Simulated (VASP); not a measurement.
Crystal: Si3Ge.

```xyz
4
Lattice="3.5797 0.0000 0.0000 0.0000 3.5797 0.0000 0.0000 0.0000 5.0625" Properties=species:S:1:pos:R:3 pbc="T T T"
Si    1.7899    1.7899    0.0000
Si    0.0000    1.7899    3.7969
Si    1.7899    0.0000    1.2656
Ge    0.0000    0.0000    2.5312
```

* Program: VASP 6.6.1
* Task: relaxation of cell and atoms
* Functional: PBE
* Potentials or basis: VASP PAW PBE potentials, release 64 (Si, Ge_d)
* Cutoff: 600 eV
* k mesh: 6 × 6 × 4
* Occupations: gaussian, width 0.1 eV
* Spin: no spin polarisation

At the start: pressure 38.1 GPa; volume 16.22 Å³/atom.

Question: How do energy, volume and symmetry change on relaxing?

Answer: Over 8 steps the energy falls by 472.1 meV/atom and the volume is 21.21 Å³/atom (+30.8 %); space group P-4m2 (No. 115, to 0.1 Å) before and after.

The path:
| step | energy change (eV) | largest force (eV/Å) | pressure (GPa) | volume (Å³) |
| --- | --- | --- | --- | --- |
| 1 | 0.0000 | 0.7937 | 38.13 | 64.87 |
| 2 | -0.8190 | 0.0540 | -11.26 | 108.28 |
| 3 | -1.8868 | 0.1264 | -0.39 | 85.14 |
| 4 | -1.8876 | 0.1330 | -0.16 | 84.70 |
| 5 | -1.8872 | 0.1394 | 0.26 | 84.27 |
| 6 | -1.8883 | 0.0481 | 0.37 | 84.23 |
| 7 | -1.8884 | 0.0071 | 0.42 | 84.21 |
| 8 | -1.8886 | 0.0157 | -0.21 | 84.83 |

Final structure:
```
CELL_PARAMETERS angstrom
3.91852 0.00000 0.00000
0.00000 3.91852 0.00000
0.00000 0.00000 5.52492
ATOMIC_POSITIONS crystal
Si 0.50000 0.50000 0.00000
Si 0.00000 0.50000 0.75607
Si 0.50000 0.00000 0.24393
Ge 0.00000 0.00000 0.50000
```

Caveat: the volume moved by over 15 % at a fixed basis, so the end points are rough.
